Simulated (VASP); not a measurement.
# Mg (P6/mmm) in VASP: density of states with PBE

Aim: the density of states of Mg with PBE.

Everything below comes from runs of VASP 6.6.1. Logs are shortened: lines on timing, memory, paths and dates and some standing lists are left out, and cuts for length are marked.

**1. The cell of the first run**

It takes space group P6/mmm (No. 191, hexagonal). The conventional cell has a = 3.939 Å, b = 3.939 Å, c = 2.340 Å, α = 90.00°, β = 90.00°, γ = 120.00°. Within 3.1 Å of Mg (site symmetry 6/mmm) lie 14 Mg at 2.34 to 2.56 Å. Within 3.0 Å of Mg (site symmetry -6m2) lie 11 Mg at 2.27 to 2.56 Å.

**2. Density of states, PBE (volume scaled by 0.45)**

POSCAR

```
Mg
1.0
    3.9385436642      0.0000000000      0.0000000000
   -1.9692718321      3.4108788671      0.0000000000
    0.0000000000      0.0000000000      2.3404964106
Mg
3
Direct
    0.0000000000      0.0000000000      0.0000000000
    0.3333333333      0.6666666667      0.5000000000
    0.6666666667      0.3333333333      0.5000000000
```

INCAR.step1

```
PREC     = Accurate       # precision mode
ENCUT    = 520            # plane-wave cutoff, eV
EDIFF    = 1E-7           # SCF threshold, eV
ISMEAR   = -1             # smearing method
SIGMA    = 0.08           # smearing width, eV
LREAL    = False          # projectors in reciprocal space
LASPH    = True           # aspherical terms in the spheres
NELM     = 80             # most SCF steps
ALGO     = Normal         # electronic algorithm
ISIF     = 2              # what is computed and relaxed
LWAVE    = False          # write WAVECAR
LCHARG   = True           # write CHGCAR
GGA      = PE             # functional
NBANDS   = 10             # bands
```

KPOINTS.step1

```
Automatic mesh
0
Gamma
  7 7 10
```

INCAR.step2

```
PREC     = Accurate       # precision mode
ENCUT    = 520            # plane-wave cutoff, eV
EDIFF    = 1E-7           # SCF threshold, eV
ISMEAR   = -5             # smearing method
SIGMA    = 0.08           # smearing width, eV
LREAL    = False          # projectors in reciprocal space
LASPH    = True           # aspherical terms in the spheres
NELM     = 80             # most SCF steps
ALGO     = Normal         # electronic algorithm
ISIF     = 2              # what is computed and relaxed
LWAVE    = False          # write WAVECAR
LCHARG   = False          # write CHGCAR
GGA      = PE             # functional
LORBIT   = 11             # projections on sites
NEDOS    = 1001           # points of the DOS
ICHARG   = 11             # starting density
```

KPOINTS.step2

```
Automatic mesh
0
Gamma
  11 11 15
```

Potentials or basis: VASP PAW PBE potentials, release 64 (Mg).

Command:

```console
$ cat potpaw_PBE.64/Mg/POTCAR > POTCAR
$ cp INCAR.step1 INCAR
$ cp KPOINTS.step1 KPOINTS
$ mpirun -np 1 vasp_std > vasp.out
$ cp INCAR.step2 INCAR
$ cp KPOINTS.step2 KPOINTS
$ mpirun -np 1 vasp_std > vasp.out
```

OUTCAR:

```text
PREC = Accurate
   ENCUT = 520
   EDIFF = 1E-7
   ISMEAR = -5
   LREAL = False
   LASPH = True
   NELM = 80
   ISIF = 2
   GGA = PE
   LORBIT = 11
   ICHARG = 11

 ion  position               nearest neighbor table
   1  0.000  0.000  0.000-   2 2.56   3 2.56   2 2.56   3 2.56   2 2.56   2 2.56   3 2.56   3 2.56
                             3 2.56   3 2.56   2 2.56   2 2.56
   2  0.333  0.667  0.500-   3 2.27   3 2.27   3 2.27   1 2.56   1 2.56   1 2.56   1 2.56   1 2.56
                             1 2.56   3 3.26   3 3.26   3 3.26   3 3.26   3 3.26   3 3.26
   3  0.667  0.333  0.500-   2 2.27   2 2.27   2 2.27   1 2.56   1 2.56   1 2.56   1 2.56   1 2.56
                             1 2.56   2 3.26   2 3.26   2 3.26   2 3.26   2 3.26   2 3.26

  LATTYP: Found a hexagonal cell.
 ALAT       =     3.9385436642
 C/A-ratio  =     0.5942542752

  Lattice vectors:

 A1 = (   3.9385436642,   0.0000000000,   0.0000000000)
 A2 = (  -1.9692718321,   3.4108788671,   0.0000000000)
 A3 = (   0.0000000000,   0.0000000000,   2.3404964106)

Analysis of symmetry for initial positions (statically):
=====================================================================
 Subroutine PRICEL returns:
 Original cell was already a primitive cell.

 Routine SETGRP: Setting up the symmetry group for a
 hexagonal supercell.

 Subroutine GETGRP returns: Found 24 space group operations
 (whereof 24 operations were pure point group operations)
 out of a pool of 24 trial point group operations.

The static configuration has the point symmetry D_6h.

Analysis of symmetry for dynamics (positions and initial velocities):
=====================================================================
 Subroutine PRICEL returns:
 Original cell was already a primitive cell.

 Routine SETGRP: Setting up the symmetry group for a
 hexagonal supercell.

 Subroutine GETGRP returns: Found 24 space group operations
 (whereof 24 operations were pure point group operations)
 out of a pool of 24 trial point group operations.

The dynamic configuration has the point symmetry D_6h.

 Subroutine INISYM returns: Found 24 space group operations
 (whereof 24 operations are pure point group operations),
 and found     1 'primitive' translations

----------------------------------------------------------------------------------------

                                     Primitive cell

  volume of cell :      31.4420

  direct lattice vectors                    reciprocal lattice vectors
[... 104 lines left out ...]
   EMIN   =  10.00;   EMAX   =-10.00  energy-range for DOS
   EFERMI =   0.00;   METHOD = LEGACY
   ISMEAR =    -5;   SIGMA  =   0.08  broadening in eV -4-tet -1-fermi 0-gaus
   EFERMI_NEDOS =   21; number of points for ismear=-14 and -15
   IALGO  =     38    algorithm
   IMIX   =      4    mixing-type and parameters
     AMIX     =   0.40;   BMIX     =  1.00
     AMIX_MAG =   1.60;   BMIX_MAG =  1.00
  volume/ion in A,a.u.               =      10.48        70.73
  Fermi-wavevector in a.u.,A,eV,Ry     =   0.942516  1.781096 12.086543  0.888336
  Thomas-Fermi vector in A             =   2.070133
   LORBIT       =     11    0 simple, 1 ext, 2 COOP (PROOUT), +10 PAW based schemes
   GGA     = PE    functional components
   LHFCALC =     F    Hartree Fock is set to
   AEXX    =    0.0000 exact exchange contribution
   IVDW    =     0    specifies the selected vdW correction
   LEPSILON=     F    determine dielectric tensor
   LRPA    =     F    only Hartree local field effects (RPA)
 non-spin polarized calculation
 Fermi weights with tetrahedron method with Bloechl corrections
  energy-cutoff  :      520.00
  volume of cell :       31.44
 maximum number of plane-waves:       879
 NGX is ok and might be reduce to    30

 number of electron       6.0000000 magnetization

 Free energy of the ion-electron system (eV)
  ---------------------------------------------------
  ext. energy  EPLUGINS =         0.00000000
  ---------------------------------------------------
  free energy    TOTEN  =         3.64785777 eV

  energy without entropy =        3.64785777  energy(sigma->0) =        3.64785777

 E-fermi :   8.5804     XC(G=0): -11.3265

 val. band max:        8.6117262874   @ k =   0.0000   0.0000   0.1333
 cond. band min:       8.2441121604   @ k =   0.0000   0.0000   0.0000
 fundamental gap:     -0.3676141270
 Fermi energy:         8.5804367830

 k-point     1 :       0.0000    0.0000    0.0000
  band No.  band energies     occupation
      1      -2.5038      2.00000
      2       8.2367      2.00000
      3       8.2367      2.00000
      4       8.2441      2.47804
      5       8.2441      0.81188
      6      11.7876      0.00000
      7      12.8060      0.00000
[... 221 lines left out ...]
 k-point    24 :       0.1818    0.0909    0.0667
  band No.  band energies     occupation
      1      -1.6244      2.00000
      2       4.8633      2.00000
      3       5.7856      2.00000
      4       9.1372     -0.04073
      5      10.7164      0.00000
      6      14.6064      0.00000
      7      15.9302      0.00000

 [... further k-points ...]

------------------------ aborting loop because EDIFF is reached ----------------------------------------

  FORCE on cell =-STRESS in cart. coord.  units (eV):
  Direction    XX          YY          ZZ          XY          YZ          ZX
  --------------------------------------------------------------------------------------
  -------------------------------------------------------------------------------------
  Total       25.3091623     25.3091623     25.4953867      0.0000000     -0.0000000     -0.0000000
  in kB     1289.6694505   1289.6694504   1299.1588175      0.0000000     -0.0000000     -0.0000000
  external PRESSURE =    1292.8325728 kB  Pullay stress =       0.0000000 kB

 VOLUME and BASIS-vectors are now :
 -----------------------------------------------------------------------------
  energy-cutoff  :      520.00
  volume of cell :       31.44
      direct lattice vectors                 reciprocal lattice vectors
     3.938543664  0.000000000  0.000000000     0.253900956  0.146589785  0.000000000
    -1.969271832  3.410878867  0.000000000     0.000000000  0.293179570  0.000000000
     0.000000000  0.000000000  2.340496411     0.000000000  0.000000000  0.427259788

 POSITION                                       TOTAL-FORCE (eV/Angst)
 -----------------------------------------------------------------------------------
      0.00000      0.00000      0.00000         0.000000      0.000000      0.000000
     -0.00000      2.27392      1.17025        -0.000000      0.000000      0.000000
      1.96927      1.13696      1.17025         0.000000      0.000000     -0.000000
 -----------------------------------------------------------------------------------
    total drift:                                0.000000     -0.000000     -0.000000

  FREE ENERGIE OF THE ION-ELECTRON SYSTEM (eV)
  ---------------------------------------------------
  free  energy   TOTEN  =         3.6478577743 eV

  energy  without entropy=        3.6478577743  energy(sigma->0) =        3.64785777

 total charge

# of ion       s       p       d       tot
------------------------------------------
    1        0.310   0.370   0.061   0.741
    2        0.326   0.355   0.065   0.746
    3        0.326   0.355   0.065   0.746
--------------------------------------------------
tot          0.962   1.080   0.191   2.233
```

It took 26 s on 1 thread of Intel Xeon Platinum 8259CL at 2.50GHz (Skylake/Cascade Lake), shared host; peak memory 0.15 GiB.

Results:

```yaml
Valence_electrons_inside_the_program's_atomic_spheres: Mg 0.74, 0.75
```

Levels at points of the mesh, in eV from the Fermi level:
| k point | band 1 | band 2 | band 3 | band 4 | band 5 | band 6 | band 7 |
| --- | --- | --- | --- | --- | --- | --- | --- |
| (0.00, 0.00, 0.00) | -11.08 | -0.34 | -0.34 | -0.34 | -0.34 | 3.21 | 4.23 |

Caveat: tetrahedron occupations give inexact forces and stress in metals.
